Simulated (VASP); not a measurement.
Here is a VASP 6.6.1 calculation.

Contents of INCAR:

```
PREC = Accurate ; ENCUT = 500
EDIFF = 1E-6 ; ISMEAR = -1
SIGMA = 0.05 ; LREAL = F
LASPH = T ; NELM = 120
ALGO = Normal ; ISIF = 2
LWAVE = F ; LCHARG = F
GGA = PS ; NBANDS = 14
GGA_COMPAT = F
```

File KPOINTS:

```
regular mesh
0
Gamma
  8 8 5
```

Contents of POSCAR:

```
Na
1.0
    3.7670000000      0.0000000000      0.0000000000
   -1.8835000000      3.2623176961      0.0000000000
    0.0000000000      0.0000000000      6.2770800000
Na
2
Direct
    0.6666666667      0.3333333333      0.7500000000
    0.3333333333      0.6666666667      0.2500000000
```

Potentials or basis: VASP PAW PBE potentials, release 64 (Na_pv).

Command:

```bash
$ cat potpaw_PBE.64/Na_pv/POTCAR > POTCAR
$ mpirun -np 1 vasp_std > vasp.out
```

(1) Estimate the pressure.

(2) Predict the band gap on the k mesh.

Answers

(1) -0.4 GPa.

(2) zero (bands 7 and 8 overlap by 3.24 eV).

Caveat: the PAW data sets were made with another functional, which shifts forces and pressure a little.
